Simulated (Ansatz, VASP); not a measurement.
## One calculation of Pd2Au, two programs

INCAR

```
SYSTEM = Pd2Au
  ALGO = Fast
  EDIFF = 1E-6
  EDIFFG = -0.01
  ENCUT = 600
  GGA = PE
  IBRION = 2
  ISIF = 3
  ISMEAR = 0
  LASPH = .True.
  LCHARG = .False.
  LREAL = .False.
  LWAVE = .False.
  NELM = 80
  NSW = 100
  PREC = Accurate
  SIGMA = 0.1
```

Contents of KPOINTS:

```
k-points
0
Gamma
  10 10 6
  0 0 0
```

The input POSCAR:

```
Pd2Au
1.0
    3.8769586471      0.0000000000      0.0000000000
    0.0000000000      3.8769586471      0.0000000000
    0.0000000000      0.0000000000      6.8796883661
Pd Au
4 2
Direct
    0.0000000000      0.0000000000      0.0000000000
    0.5000000000      0.5000000000      0.0000000000
    0.0000000000      0.5000000000      0.2952973344
    0.5000000000      0.0000000000      0.7047026656
    0.0000000000      0.5000000000      0.6872279121
    0.5000000000      0.0000000000      0.3127720879
```

Input for Ansatz:

```yaml
crystal:
  lattice:
    - [3.8769586471, 0.0, 0.0]
    - [0.0, 3.8769586471, 0.0]
    - [0.0, 0.0, 6.8796883661]
  atoms:
    - { symbol: Pd, position: [0.0, 0.0, 0.0] }
    - { symbol: Pd, position: [0.5, 0.5, 0.0] }
    - { symbol: Pd, position: [0.0, 0.5, 0.2952973344] }
    - { symbol: Pd, position: [0.5, 0.0, 0.7047026656] }
    - { symbol: Au, position: [0.0, 0.5, 0.6872279121] }
    - { symbol: Au, position: [0.5, 0.0, 0.3127720879] }
basis:
  ecutwfc: 420
kpoints:
  mp_grid: { grid: [10, 10, 6] }
hamiltonian:
  xc: pbe
scf:
  occupations: { method: gaussian, width: 0.1 }
output:
  forces: true
  stress: true
  eigenvalues: true
relax:
  adjacent_minimum: "off"
  f_tol: 0.01
  max_steps: 80
  cell: { stress_tol: 0.05 }
```

Alike in both runs: task relaxation of cell and atoms; functional PBE; k mesh 10 × 10 × 6; occupations gaussian, width 0.1 eV; no spin polarisation.

|  | VASP | Ansatz |
| --- | --- | --- |
| version | VASP 6.6.1 | Ansatz 0.2.0 |
| potentials or method | VASP PAW PBE potentials, release 64 (Pd, Au), cutoff 600 eV | scalar-relativistic, plane waves, PAW |
| valence electrons in the cell | 62 | 110 |

|  | VASP | Ansatz | Ansatz less VASP |
| --- | --- | --- | --- |
| gap on the k mesh at the Fermi level, each at its own relaxed structure (eV) | none | none | - |
| relaxed volume (Å³/atom) | 17.15 | 17.18 | +0.024 |
| relaxed cell length with the largest relative difference (Å) | 3.870 | 3.872 | +0.0022 |

A gap of «none» marks a metal or a gap that the smearing closes. VASP's potentials hold 62 valence electrons a cell and Ansatz's 110, so a difference there can come from the potentials and not from the codes.

Neither program's run includes spin-orbit coupling.
